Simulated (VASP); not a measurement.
# Y2Tl (P6_3/mmc) in VASP: single point with PBE

Aim: the single point of Y2Tl with PBE.

Everything below comes from runs of VASP 6.6.1. Logs are shortened: lines on timing, memory, paths and dates and some standing lists are left out, and cuts for length are marked.

## (1) The cell of the first run

The structure is hexagonal, space group P6_3/mmc (No. 194). Conventional cell: a = 5.416 Å, b = 5.416 Å, c = 6.748 Å, α = 90.00°, β = 90.00°, γ = 120.00°. Y (site symmetry -6m2) has 5 Tl at 3.13 to 3.37 Å and 6 Y at 3.55 Å within 4.1 Å. Y (site symmetry -3m) has 8 Y at 3.37 to 3.55 Å and 6 Tl at 3.55 Å within 4.4 Å. Tl (site symmetry -6m2) has 11 Y at 3.13 to 3.55 Å within 4.1 Å.

## (2) Single point, PBE

Contents of INCAR:

```
PREC = Accurate ; ENCUT = 520
EDIFF = 1E-6 ; ISMEAR = 1
SIGMA = 0.0805 ; LREAL = False
LASPH = True ; NELM = 100
ALGO = Normal ; ISIF = 2
LWAVE = False ; LCHARG = True
GGA = PE ; LELF = True
LVHAR = True ; NBANDS = 44
```

Contents of KPOINTS:

```
Automatic mesh
0
Gamma
  7 7 5
```

Contents of POSCAR:

```
Y2Tl
1.0
    5.4164981538     -0.0000002887      0.0000000000
   -2.7082488269      4.6908251451      0.0000000000
    0.0000000000      0.0000000000      6.7482600000
Y Tl
4 2
Direct
    0.3333333333      0.6666666667      0.7500000000
    0.6666666667      0.3333333333      0.2500000000
    0.0000000000      0.0000000000      0.0000000000
    0.0000000000      0.0000000000      0.5000000000
    0.3333333333      0.6666666667      0.2500000000
    0.6666666667      0.3333333333      0.7500000000
```

Potentials or basis: VASP PAW PBE potentials, release 64 (Y_sv, Tl_d).

Launch:

```console
> cat potpaw_PBE.64/Y_sv/POTCAR potpaw_PBE.64/Tl_d/POTCAR > POTCAR
> mpirun -np 1 vasp_std > vasp.out
```

OUTCAR:

```text
PREC = Accurate
   ENCUT = 520
   EDIFF = 1E-6
   ISMEAR = 1
   LREAL = False
   LASPH = True
   NELM = 100
   ISIF = 2
   GGA = PE

 ion  position               nearest neighbor table
   1  0.333  0.667  0.750-   6 3.13   6 3.13   6 3.13   5 3.37   5 3.37   3 3.55   4 3.55   4 3.55
                             3 3.55   4 3.55   3 3.55
   2  0.667  0.333  0.250-   5 3.13   5 3.13   5 3.13   6 3.37   6 3.37   3 3.55   4 3.55   3 3.55
                             4 3.55   3 3.55   4 3.55
   3  0.000  0.000  0.000-   4 3.37   4 3.37   1 3.55   5 3.55   6 3.55   2 3.55   2 3.55   6 3.55
                             1 3.55   5 3.55   2 3.55   6 3.55   1 3.55   5 3.55
   4  0.000  0.000  0.500-   3 3.37   3 3.37   1 3.55   5 3.55   6 3.55   2 3.55   2 3.55   6 3.55
                             1 3.55   5 3.55   2 3.55   6 3.55   1 3.55   5 3.55
   5  0.333  0.667  0.250-   2 3.13   2 3.13   2 3.13   1 3.37   1 3.37   3 3.55   4 3.55   4 3.55
                             3 3.55   4 3.55   3 3.55
   6  0.667  0.333  0.750-   1 3.13   1 3.13   1 3.13   2 3.37   2 3.37   3 3.55   4 3.55   3 3.55
                             4 3.55   3 3.55   4 3.55

  LATTYP: Found a hexagonal cell.
 ALAT       =     5.4164981538
 C/A-ratio  =     1.2458713745

  Lattice vectors:

 A1 = (   5.4164981538,  -0.0000002887,   0.0000000000)
 A2 = (  -2.7082488269,   4.6908251451,   0.0000000000)
 A3 = (   0.0000000000,   0.0000000000,   6.7482600000)

Analysis of symmetry for initial positions (statically):
=====================================================================
 Subroutine PRICEL returns:
 Original cell was already a primitive cell.

 Routine SETGRP: Setting up the symmetry group for a
 hexagonal supercell.

 Subroutine GETGRP returns: Found 24 space group operations
 (whereof 12 operations were pure point group operations)
 out of a pool of 24 trial point group operations.

The static configuration has the point symmetry D_3d.
 The point group associated with its full space group is D_6h.

Analysis of symmetry for dynamics (positions and initial velocities):
=====================================================================
 Subroutine PRICEL returns:
 Original cell was already a primitive cell.

 Routine SETGRP: Setting up the symmetry group for a
 hexagonal supercell.

 Subroutine GETGRP returns: Found 24 space group operations
 (whereof 12 operations were pure point group operations)
 out of a pool of 24 trial point group operations.

The dynamic configuration has the point symmetry D_3d.
 The point group associated with its full space group is D_6h.

 Subroutine INISYM returns: Found 24 space group operations
 (whereof 12 operations are pure point group operations),
[... 108 lines left out ...]
   NFREE  =      0    steps in history (QN), initial steepest desc. (CG)
   ISIF   =      2    stress and relaxation
   ISYM   =      2    0-nonsym 1-usesym 2-fastsym
   POTIM  = 0.5000    time-step for ionic-motion
   TEBEG  =    0.0;   TEEND  =   0.0 temperature during run
   PSTRESS=    0.0 pullay stress
   NELECT =      70.0000    total number of electrons
   NUPDOWN=      -1.0000    fix difference up-down
   EMIN   =  10.00;   EMAX   =-10.00  energy-range for DOS
   EFERMI =   0.00;   METHOD = LEGACY
   ISMEAR =     1;   SIGMA  =   0.08  broadening in eV -4-tet -1-fermi 0-gaus
   EFERMI_NEDOS =   21; number of points for ismear=-14 and -15
   IALGO  =     38    algorithm
   IMIX   =      4    mixing-type and parameters
     AMIX     =   0.40;   BMIX     =  1.00
     AMIX_MAG =   1.60;   BMIX_MAG =  1.00
  volume/ion in A,a.u.               =      28.58       192.84
  Fermi-wavevector in a.u.,A,eV,Ry     =   1.214472  2.295020 20.067819  1.474943
  Thomas-Fermi vector in A             =   2.349891
   LORBIT       =      0    0 simple, 1 ext, 2 COOP (PROOUT), +10 PAW based schemes
   GGA     = PE    functional components
   LHFCALC =     F    Hartree Fock is set to
   AEXX    =    0.0000 exact exchange contribution
   IVDW    =     0    specifies the selected vdW correction
   LEPSILON=     F    determine dielectric tensor
   LRPA    =     F    only Hartree local field effects (RPA)
 non-spin polarized calculation
 Methfessel and Paxton  Order N= 1 SIGMA  =   0.08
  energy-cutoff  :      520.00
  volume of cell :      171.46
 maximum number of plane-waves:      4652
   NGX = 21   NGY = 21   NGZ = 25

 number of electron      70.0000002 magnetization

 Free energy of the ion-electron system (eV)
  ---------------------------------------------------
  ext. energy  EPLUGINS =         0.00000000
  ---------------------------------------------------
  free energy    TOTEN  =       -31.96701893 eV

  energy without entropy =      -31.96738570  energy(sigma->0) =      -31.96714119

 E-fermi :   4.9191     XC(G=0): -10.0662

 val. band max:        4.9045300856   @ k =   0.2857   0.2857   0.0000
 cond. band min:       4.9515187490   @ k =   0.2857   0.2857   0.0000
 fundamental gap:      0.0469886634
 Fermi energy:         4.9191222504

 k-point     1 :       0.0000    0.0000    0.0000
  band No.  band energies     occupation
      1     -38.1566      2.00000
      2     -38.1418      2.00000
      3     -38.0422      2.00000
      4     -38.0104      2.00000
      5     -18.2744      2.00000
      6     -18.2744      2.00000
[... 1117 lines left out ...]
     43       7.3936      0.00000
     44       7.6566      0.00000

------------------------ aborting loop because EDIFF is reached ----------------------------------------

  FORCE on cell =-STRESS in cart. coord.  units (eV):
  Direction    XX          YY          ZZ          XY          YZ          ZX
  --------------------------------------------------------------------------------------
  -------------------------------------------------------------------------------------
  Total        0.2285400      0.2285400     -0.0868229     -0.0000000      0.0000000     -0.0000000
  in kB        2.1355666      2.1355666     -0.8113073     -0.0000000      0.0000000     -0.0000000
  external PRESSURE =       1.1532753 kB  Pullay stress =       0.0000000 kB

 VOLUME and BASIS-vectors are now :
 -----------------------------------------------------------------------------
  energy-cutoff  :      520.00
  volume of cell :      171.46
      direct lattice vectors                 reciprocal lattice vectors
     5.416498154 -0.000000289  0.000000000     0.184621134  0.106591048  0.000000000
    -2.708248827  4.690825145  0.000000000     0.000000011  0.213182116  0.000000000
     0.000000000  0.000000000  6.748260000     0.000000000  0.000000000  0.148186347

 POSITION                                       TOTAL-FORCE (eV/Angst)
 -----------------------------------------------------------------------------------
      0.00000      3.12722      5.06119         0.000000      0.000000      0.000000
      2.70825      1.56361      1.68707        -0.000000     -0.000000      0.000000
      0.00000      0.00000      0.00000         0.000000     -0.000000      0.000000
      0.00000      0.00000      3.37413         0.000000     -0.000000      0.000000
      0.00000      3.12722      1.68707        -0.000000      0.000000      0.000000
      2.70825      1.56361      5.06119         0.000000     -0.000000      0.000000
 -----------------------------------------------------------------------------------
    total drift:                                0.000000     -0.000000      0.000000

  FREE ENERGIE OF THE ION-ELECTRON SYSTEM (eV)
  ---------------------------------------------------
  free  energy   TOTEN  =       -31.9670189299 eV

  energy  without entropy=      -31.9673857027  energy(sigma->0) =      -31.96714119
```

It took 5.5 min on 1 thread of Intel Xeon 8259CL, shared host; peak memory 0.36 GiB.

Results:

```
Free energy            : -31.9670 eV
Pressure               : 0.1 GPa
Band gap on the k mesh : zero (band 35 reaches 5.18 eV, above the bottom of band 36 at 4.66 eV)
```

Stress tensor (GPa, compression positive):
```
 0.21  0.00  0.00
 0.00  0.21  0.00
 0.00  0.00 -0.08
```

Caveat: spin-orbit coupling is left out, which moves the levels of the heavy elements.
